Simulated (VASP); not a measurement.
# W (Im-3m) in VASP: elastic constants with PBE

Aim: the elastic constants of W with PBE.

All numbers are computed with VASP 6.6.1; they aren't measurements. Logs are shortened: lines on timing, memory, paths and dates and some standing lists are left out, and cuts for length are marked.

## (1) The cell of the first run

Symmetry: Im-3m, No. 229, cubic system. The conventional cell has a = 3.184 Å, b = 3.184 Å, c = 3.184 Å, α = 90.00°, β = 90.00°, γ = 90.00°. Within 3.6 Å of W (site symmetry m-3m) lie 14 W at 2.76 to 3.18 Å.

## (2) Elastic constants, PBE

Contents of INCAR:

```
SYSTEM = W
PREC = Accurate
ENCUT = 600
EDIFF = 1E-8
ISMEAR = -1
SIGMA = 0.15
LREAL = .FALSE.
LASPH = .TRUE.
NELM = 60
ALGO = Fast
ISIF = 3
LWAVE = .FALSE.
LCHARG = .FALSE.
GGA = PE
IBRION = 6
NFREE = 2
POTIM = 0.015
NSW = 1
```

Contents of KPOINTS:

```
Automatic mesh
0
G
  20 20 20
  0 0 0
```

Contents of POSCAR:

```
W
1.0
   -1.5918876349      1.5918876349      1.5918876349
    1.5918876349     -1.5918876349      1.5918876349
    1.5918876349      1.5918876349     -1.5918876349
W
1
Direct
    0.0000000000      0.0000000000      0.0000000000
```

Potentials or basis: VASP PAW PBE potentials, release 64 (W_sv).

Run with:

```console
$ cat potpaw_PBE.64/W_sv/POTCAR > POTCAR
$ mpirun -np 1 vasp_std > vasp.out
```

OUTCAR:

```text
SYSTEM = W
   PREC = Accurate
   ENCUT = 600
   EDIFF = 1E-8
   ISMEAR = -1
   LREAL = .FALSE.
   LASPH = .TRUE.
   NELM = 60
   ISIF = 3
   GGA = PE
   IBRION = 6
   NFREE = 2
   POTIM = 0.015
   NSW = 1

 ion  position               nearest neighbor table
   1  0.000  0.000  0.000-

  LATTYP: Found a body centered cubic cell.
 ALAT       =     3.1837752698

  Lattice vectors:

 A1 = (  -1.5918876349,   1.5918876349,   1.5918876349)
 A2 = (   1.5918876349,  -1.5918876349,   1.5918876349)
 A3 = (   1.5918876349,   1.5918876349,  -1.5918876349)

Analysis of symmetry for initial positions (statically):
=====================================================================
 Subroutine PRICEL returns:
 Original cell was already a primitive cell.

 Routine SETGRP: Setting up the symmetry group for a
 body centered cubic supercell.

 Subroutine GETGRP returns: Found 48 space group operations
 (whereof 48 operations were pure point group operations)
 out of a pool of 48 trial point group operations.

The static configuration has the point symmetry O_h .

Analysis of symmetry for dynamics (positions and initial velocities):
=====================================================================
 Subroutine PRICEL returns:
 Original cell was already a primitive cell.

 Routine SETGRP: Setting up the symmetry group for a
 body centered cubic supercell.

 Subroutine GETGRP returns: Found 48 space group operations
 (whereof 48 operations were pure point group operations)
 out of a pool of 48 trial point group operations.

The dynamic configuration has the point symmetry O_h .

 Subroutine INISYM returns: Found 48 space group operations
 (whereof 48 operations are pure point group operations),
 and found     1 'primitive' translations

----------------------------------------------------------------------------------------

                                     Primitive cell

  volume of cell :      16.1360

  direct lattice vectors                    reciprocal lattice vectors
    -1.591887635  1.591887635  1.591887635     0.000000000  0.314092521  0.314092521
     1.591887635 -1.591887635  1.591887635     0.314092521  0.000000000  0.314092521
     1.591887635  1.591887635 -1.591887635     0.314092521  0.314092521  0.000000000

  length of vectors
     2.757230264  2.757230264  2.757230264     0.444193903  0.444193903  0.444193903

  position of ions in fractional coordinates (direct lattice)
     0.000000000  0.000000000  0.000000000

  ion indices of the primitive-cell ions
   primitive index   ion index
                 1           1

----------------------------------------------------------------------------------------

 KPOINTS: Automatic mesh

Automatic generation of k-mesh.
 Grid dimensions read from file:
 generate k-points for:   20   20   20

 Generating k-lattice:

  Cartesian coordinates                     Fractional coordinates (reciprocal lattice)
     0.000000000  0.015704626  0.015704626     0.050000000  0.000000000  0.000000000
     0.015704626  0.000000000  0.015704626     0.000000000  0.050000000  0.000000000
     0.015704626  0.015704626  0.000000000     0.000000000  0.000000000  0.050000000

  Length of vectors
     0.022209695  0.022209695  0.022209695

  Shift w.r.t. Gamma in fractional coordinates (k-lattice)
     0.000000000  0.000000000  0.000000000

 Subroutine IBZKPT returns following result:
 ===========================================

 Found    256 irreducible k-points:

 Following reciprocal coordinates:
            Coordinates               Weight
  0.000000  0.000000  0.000000      1.000000
  0.050000  0.000000  0.000000     12.000000
  0.100000  0.000000  0.000000     12.000000
  0.150000  0.000000  0.000000     12.000000
  0.200000  0.000000  0.000000     12.000000
  0.250000  0.000000  0.000000     12.000000
[... 16 lines left out ...]
  0.200000  0.100000  0.000000     48.000000
  0.250000  0.100000 -0.000000     48.000000
 [... further k-points ...]
   k-points           NKPTS =    256   k-points in BZ     NKDIM =    256   number of bands    NBANDS=     11
   number of dos      NEDOS =    301   number of ions     NIONS =      1
   total plane-waves  NPLWV =  13824
   dimension x,y,z NGX =    24 NGY =   24 NGZ =   24
   dimension x,y,z NGXF=    48 NGYF=   48 NGZF=   48
   ions per type =               1
[... 28 lines left out ...]
   EFERMI_NEDOS =   21; number of points for ismear=-14 and -15
   IALGO  =     68    algorithm
   IMIX   =      4    mixing-type and parameters
     AMIX     =   0.40;   BMIX     =  1.00
     AMIX_MAG =   1.60;   BMIX_MAG =  1.00
  volume/ion in A,a.u.               =      16.14       108.89
  Fermi-wavevector in a.u.,A,eV,Ry     =   1.561415  2.950647 33.171246  2.438018
  Thomas-Fermi vector in A             =   2.664484
   LORBIT       =      0    0 simple, 1 ext, 2 COOP (PROOUT), +10 PAW based schemes
   GGA     = PE    functional components
   LHFCALC =     F    Hartree Fock is set to
   AEXX    =    0.0000 exact exchange contribution
   IVDW    =     0    specifies the selected vdW correction
   LEPSILON=     F    determine dielectric tensor
   LRPA    =     F    only Hartree local field effects (RPA)
 finite differences with symmetry
 non-spin polarized calculation
 RMM-DIIS sequential band-by-band and
  energy-cutoff  :      600.00
  volume of cell :       16.14
 maximum number of plane-waves:       555
 NGX is ok and might be reduce to    24
   NGX = 11   NGY = 11   NGZ = 11

--------------------------------------- Ionic step        1  -------------------------------------------

 number of electron      14.0000002 magnetization

 Free energy of the ion-electron system (eV)
  ---------------------------------------------------
  ext. energy  EPLUGINS =         0.00000000
  ---------------------------------------------------
  free energy    TOTEN  =       -12.97357969 eV

  energy without entropy =      -12.94034514  energy(sigma->0) =      -12.95696241

------------------------ aborting loop because EDIFF is reached ----------------------------------------

  FORCE on cell =-STRESS in cart. coord.  units (eV):
  Direction    XX          YY          ZZ          XY          YZ          ZX
  --------------------------------------------------------------------------------------
  -------------------------------------------------------------------------------------
  Total        0.0571384      0.0571384      0.0571384      0.0000000      0.0000000      0.0000000
  in kB        5.6733725      5.6733725      5.6733725      0.0000000      0.0000000      0.0000000
  external PRESSURE =       5.6733725 kB  Pullay stress =       0.0000000 kB
[... 86 lines left out ...]
  FREE ENERGIE OF THE ION-ELECTRON SYSTEM (eV)
  ---------------------------------------------------
  free  energy   TOTEN  =       -12.9666500028 eV

  energy  without entropy=      -12.9334348846  energy(sigma->0) =      -12.95004244

[... ionic steps 4 to 12 ...]

--------------------------------------- Ionic step       13  -------------------------------------------

 number of electron      14.0000002 magnetization

------------------------ aborting loop because EDIFF is reached ----------------------------------------
[... 65 lines left out ...]
--------------------------------------- Ionic step       15  -------------------------------------------

 number of electron      14.0000001 magnetization

 Free energy of the ion-electron system (eV)
  ---------------------------------------------------
  ext. energy  EPLUGINS =         0.00000000
  ---------------------------------------------------
  free energy    TOTEN  =       -12.97357963 eV

  energy without entropy =      -12.94034567  energy(sigma->0) =      -12.95696265

 E-fermi :  11.1796     XC(G=0): -13.5400

 val. band max:       11.0749506189   @ k =   0.4000   0.0500   0.0500
 cond. band min:      11.1958742724   @ k =  -0.2000   0.2500   0.1000
 fundamental gap:      0.1209236535
 Fermi energy:        11.1796083651

 k-point     1 :       0.0000    0.0000    0.0000
  band No.  band energies     occupation
      1     -63.0174      2.00000
      2     -26.6051      2.00000
      3     -26.6051      2.00000
      4     -26.6051      2.00000
      5       1.6494      2.00000
      6       9.9887      1.99929
      7       9.9887      1.99929
      8       9.9887      1.99929
      9      13.4080      0.00000
     10      13.4080      0.00000
     11      25.6640      0.00000
[... 309 lines left out ...]
 k-point    24 :       0.2500    0.1000   -0.0000
  band No.  band energies     occupation
      1     -62.9315      2.00000
      2     -27.4328      2.00000
      3     -26.8803      2.00000
      4     -26.6519      2.00000
      5       4.9298      2.00000
      6       8.3947      2.00000
      7       9.0895      2.00000
      8      12.6796      0.00009
      9      13.9973      0.00000
     10      14.2907      0.00000
     11      25.0344      0.00000

 [... further k-points ...]

------------------------ aborting loop because EDIFF is reached ----------------------------------------

  FORCE on cell =-STRESS in cart. coord.  units (eV):
  Direction    XX          YY          ZZ          XY          YZ          ZX
  --------------------------------------------------------------------------------------
  -------------------------------------------------------------------------------------
  Total        0.0551792      0.0551792      0.0551792     -0.0000000      0.0000000      0.0000000
  in kB        5.4788444      5.4788444      5.4788444     -0.0000000      0.0000000      0.0000000
  external PRESSURE =       5.4788444 kB  Pullay stress =       0.0000000 kB
[... 16 lines left out ...]
  FREE ENERGIE OF THE ION-ELECTRON SYSTEM (eV)
  ---------------------------------------------------
  free  energy   TOTEN  =       -12.9735796265 eV

  energy  without entropy=      -12.9403456739  energy(sigma->0) =      -12.95696265

 INTERNAL STRAIN TENSORS FROM STRAINED CELLS
 ============================================

 INTERNAL STRAIN TENSOR FOR ION    1 for displacements in x,y,z  (eV/Angst):
          X           Y           Z          XY          YZ          ZX
  --------------------------------------------------------------------------------
  x     0.00000    -0.00000     0.00000     0.00000     0.00000     0.00000
  y     0.00000    -0.00000    -0.00000    -0.00000     0.00000    -0.00000
  z    -0.00000    -0.00000     0.00000    -0.00000     0.00000     0.00000

 INTERNAL STRAIN TENSORS FROM DISPLACED ATOMS
 ============================================

 INTERNAL STRAIN TENSOR FOR ION    1 for displacements in x,y,z  (eV/Angst):
          X           Y           Z          XY          YZ          ZX
  --------------------------------------------------------------------------------
  x     0.00000     0.00000     0.00000     0.00000     0.00000     0.00000
  y     0.00000     0.00000     0.00000     0.00000     0.00000     0.00000
  z     0.00000     0.00000     0.00000     0.00000     0.00000     0.00000

 Eigenvectors and eigenvalues of the dynamical matrix
 ----------------------------------------------------

   1 f/i=    0.000000 THz     0.000000 2PiTHz    0.000000 cm-1     0.000000 meV
             X         Y         Z           dx          dy          dz
      0.000000  0.000000  0.000000     0.948683   -0.316228    0.000000

   2 f/i=    0.000000 THz     0.000000 2PiTHz    0.000000 cm-1     0.000000 meV
             X         Y         Z           dx          dy          dz
      0.000000  0.000000  0.000000    -0.316228   -0.948683    0.000000

   3 f/i=    0.000000 THz     0.000000 2PiTHz    0.000000 cm-1     0.000000 meV
             X         Y         Z           dx          dy          dz
      0.000000  0.000000  0.000000     0.000000    0.000000    1.000000

--------------------------------------------------------------------------------------------------------

 ELASTIC MODULI CONTR FROM IONIC RELAXATION (kBar)
 Direction    XX          YY          ZZ          XY          YZ          ZX
 --------------------------------------------------------------------------------
 XX           0.0000      0.0000      0.0000      0.0000      0.0000      0.0000
 YY           0.0000      0.0000      0.0000      0.0000      0.0000      0.0000
 ZZ           0.0000      0.0000      0.0000      0.0000      0.0000      0.0000
 XY           0.0000      0.0000      0.0000      0.0000      0.0000      0.0000
 YZ           0.0000      0.0000      0.0000      0.0000      0.0000      0.0000
 ZX           0.0000      0.0000      0.0000      0.0000      0.0000      0.0000
 --------------------------------------------------------------------------------

 TOTAL ELASTIC MODULI (kBar)
 Direction    XX          YY          ZZ          XY          YZ          ZX
 --------------------------------------------------------------------------------
 XX        5192.7683   2003.7571   2003.7571      0.0000      0.0000     -0.0000
 YY        2003.7571   5192.7683   2003.7571      0.0000      0.0000     -0.0000
 ZZ        2003.7571   2003.7571   5192.7683     -0.0000      0.0000      0.0000
 XY           0.0000      0.0000     -0.0000   1459.3803      0.0000     -0.0000
 YZ           0.0000      0.0000      0.0000      0.0000   1459.3803      0.0000
 ZX          -0.0000     -0.0000      0.0000     -0.0000      0.0000   1459.3803
 --------------------------------------------------------------------------------
```

Run time: 25 min. Hardware: 1 thread of Intel Xeon Platinum 8488C (Sapphire Rapids), shared host; peak memory 0.88 GiB.

What came out:

| Item | Value |
| --- | --- |
| Elastic constants C11, C12, C44 | 519, 200, 146 GPa |
| Voigt bulk modulus | 307 GPa |

Elastic tensor in Voigt notation (GPa, in the Cartesian axes of the cell as first typed):
```
519 200 200   0   0   0
200 519 200   0   0   0
200 200 519   0   0   0
  0   0   0 146   0   0
  0   0   0   0 146   0
  0   0   0   0   0 146
```

Clamped-ion elastic tensor (GPa):
```
519 200 200   0   0   0
200 519 200   0   0   0
200 200 519   0   0   0
  0   0   0 146   0   0
  0   0   0   0 146   0
  0   0   0   0   0 146
```

Caveat: spin-orbit coupling is left out, which moves the levels of the heavy elements.
